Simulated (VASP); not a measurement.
Runs of VASP 6.6.1 on Al. The structure is that of space group Pm-3m (No. 221), or close to it. The cells are those of the table. This isn't the form of Al at room conditions, which is fcc.

```csv
task,cell,k mesh,cutoff (eV),gap on the mesh (eV),pressure (GPa)
single point,"a = 2.593 Å, 1 atom",13 × 13 × 13,520,none,(c)
single point,"a = 2.706 Å, 1 atom",13 × 13 × 13,520,none,(b)
single point,"a = 2.706 Å, 1 atom",19 × 19 × 19,520,none,0.0
single point,"a = 2.706 Å, 1 atom",12 × 12 × 12,520,none,(a)
single point,"a = 2.742 Å, 1 atom",13 × 13 × 13,520,none,-2.2
relaxation of cell and atoms,"relaxed from a = 2.617 Å, 1 atom",12 × 12 × 12,600,none,0.0
single point,"a = 2.632 Å, 1 atom",13 × 13 × 13,520,none,6.0
single point,"a = 2.810 Å, 1 atom",13 × 13 × 13,520,none,-5.4
single point,"a = 2.670 Å, 1 atom",13 × 13 × 13,520,none,2.6
single point,"a = 2.776 Å, 1 atom",13 × 13 × 13,520,none,-4.0
```

Alike in all rows: level r2SCAN; potentials or basis VASP PAW PBE potentials, release 64 (Al); no spin polarisation; smearing fermi-dirac 0.1 eV.

Q: Estimate the missing entries.

A: (a) -0.2; (b) -0.1; (c) 10.1.

Caveats: the PAW data sets were made with another functional, which shifts forces and pressure a little; the cell stands under pressure (at least some runs); the cell stands under tension (at least some runs).

A gap of «none» marks levels without a gap at the run's occupations.
